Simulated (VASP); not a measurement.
Input of a VASP 6.6.1 run:

INCAR

```
  PREC = Accurate
  ENCUT = 520
  EDIFF = 1E-6
  ISMEAR = 0
  SIGMA = 0.15
  LREAL = F
  LASPH = T
  NELM = 80
  ALGO = Fast
  ISIF = 2
  LWAVE = F
  LCHARG = T
  GGA = PS
  LELF = T
  LVHAR = T
  NBANDS = 18
```

KPOINTS

```
regular mesh
0
Gamma
  20 20 14
```

The input POSCAR:

```
TiNi
1.0
    2.8129081131      0.0000000000      0.0000000000
    0.0000000000      2.8129081131      0.0000000000
    0.0000000000      0.0000000000      3.3877596690
Ti Ni
1 1
Direct
    0.5000000000      0.5000000000      0.5000000000
    0.0000000000      0.0000000000      0.0000000000
```

Potentials or basis: VASP PAW PBE potentials, release 64 (Ti_sv, Ni).

The run is started by

```bash
$ cat potpaw_PBE.64/Ti_sv/POTCAR potpaw_PBE.64/Ni/POTCAR > POTCAR
$ mpirun -np 1 vasp_std > vasp.out
```

(1) Predict the pressure.

(2) Estimate the band gap on the k mesh.

Results:

(1) -5.2 GPa.

(2) zero (band 11 reaches 10.89 eV, above the bottom of band 12 at 8.30 eV).

Caveat: the PAW data sets were made with another functional, which shifts forces and pressure a little.
